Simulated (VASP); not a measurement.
# Si4O7 (a cell with a defect): single point with PBEsol

The system is Si4O7 (a cell with a defect).

```xyz
11
Lattice="5.0281 0.0000 0.0000 0.0000 5.0281 0.0000 0.0000 0.0000 7.0089" Properties=species:S:1:pos:R:3 pbc="T T T"
Si    1.4987    1.4987    0.0000
Si    1.0153    4.0127    1.7522
Si    3.5294    3.5294    3.5044
Si    4.0127    1.0153    5.2567
O     2.0014    3.7186    3.0024
O     3.8235    4.5154    4.7547
O     3.0267    1.3095    6.5069
O     3.7186    2.0014    4.0064
O     4.5154    3.8235    2.2542
O     1.1935    2.5924    1.3292
O     0.5126    1.2045    5.7587
```

This cell differs from its parent crystal: atoms taken out, atom 10 moved 0.250 of the way to it and +0.675 Å across, host rigid.

| Property | Result |
| --- | --- |
| Program | VASP 6.6.1 |
| Task | single point |
| Functional | PBEsol |
| Potentials or basis | VASP PAW PBE potentials, release 64 (Si, O) |
| Cutoff | 520 eV |
| k mesh | 4 × 4 × 4 |
| Occupations | gaussian, width 0.05 eV |
| Spin | no spin polarisation |

| Item | Value |
| --- | --- |
| Pressure | 2.6 GPa |
| Largest force | 12.571 eV/Å |
| Band gap on the k mesh | 2.91 eV |

Forces in eV/Å, atoms in the order of the input:
```
Si  -0.857 -1.972  4.204
Si  -0.292  6.977  0.694
Si  -0.480  0.391 -0.959
Si  -0.305 -0.216 -1.012
O    1.346  1.519  2.472
O    0.229  0.345  0.675
O   -0.387  0.830  0.411
O    0.078 -0.301  0.425
O   -1.482  1.074  0.894
O    1.745 -9.515 -8.027
O    0.406  0.867  0.224
```

Stress tensor (GPa, compression positive):
```
 3.48 -1.38  1.65
-1.38  4.43  5.61
 1.65  5.61 -0.14
```

Levels at points of the mesh, in eV from the valence-band top:
```
           k point  band 26  band 27  band 28  band 29  band 30  band 31  band 32  band 33
(0.00, 0.00, 0.00)    -2.64    -2.35    -1.74    -0.99     3.15     4.05     5.25     5.68
(0.50, 0.00, 0.00)    -2.89    -2.53    -1.96    -0.74     3.66     4.31     4.44     5.69
(0.00, 0.50, 0.00)    -2.83    -2.31    -1.85    -0.05     2.94     4.00     5.09     5.62
(0.50, 0.50, 0.00)    -2.93    -2.33    -1.92    -0.09     3.25     4.30     4.92     5.43
(0.00, 0.00, 0.50)    -2.74    -2.36    -1.84    -0.76     2.91     4.05     5.14     5.91
(0.50, 0.00, 0.50)    -2.93    -2.37    -1.94    -0.86     3.67     4.42     4.90     5.64
(0.00, 0.50, 0.50)    -2.73    -2.31    -1.71    -0.18     3.06     4.01     4.95     5.70
(0.50, 0.50, 0.50)    -2.89    -2.47    -1.95     0.00     3.28     4.17     5.05     5.32
```

Run time: 6.7 min on 1 thread of Intel(R) Xeon(R) Platinum 8259CL CPU @ 2.50GHz (Skylake/Cascade Lake) (shared host), peak memory 0.37 GiB.

Caveat: the cell differs from its parent crystal (atoms taken out, atom 10 moved 0.250 of the way to it and +0.675 Å across, host rigid); the PAW data sets were made with another functional, which shifts forces and pressure a little.
